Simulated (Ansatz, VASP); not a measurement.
**Two plane-wave programs on Sc**

```
CELL_PARAMETERS angstrom
1.73332 1.00073 8.37704
-1.73332 1.00073 8.37704
0.00000 -2.00147 8.37704
ATOMIC_POSITIONS crystal
Sc 0.00000 0.00000 0.00000
Sc 0.22222 0.22222 0.22222
Sc 0.77778 0.77778 0.77778
```

Alike in both runs: task relaxation of cell and atoms; functional PBEsol; k mesh 6 × 6 × 6; occupations gaussian, width 0.1 eV; no spin polarisation.

```csv
,VASP,Ansatz
version,VASP 6.6.1,Ansatz 0.2.0
potentials or method,"VASP PAW PBE potentials, release 64 (Sc_sv), cutoff 600 eV","scalar-relativistic, plane waves, PAW"
valence electrons in the cell,33,33
```

|  | VASP | Ansatz | Ansatz less VASP |
| --- | --- | --- | --- |
| gap on the k mesh at the Fermi level, each at its own relaxed structure (eV) | none | none | - |
| relaxed volume (Å³/atom) | 23.66 | 23.57 | -0.086 |
| relaxed length of the cell vector where the two differ most in proportion (Å) | 7.887 | 7.891 | +0.0040 |

VASP's potentials were made for PBE, not for PBEsol. A gap of «none» marks a metal or a gap that the smearing closes.

Noted on VASP's run: the volume moved by over 15 % at a fixed basis, so the end points are rough.
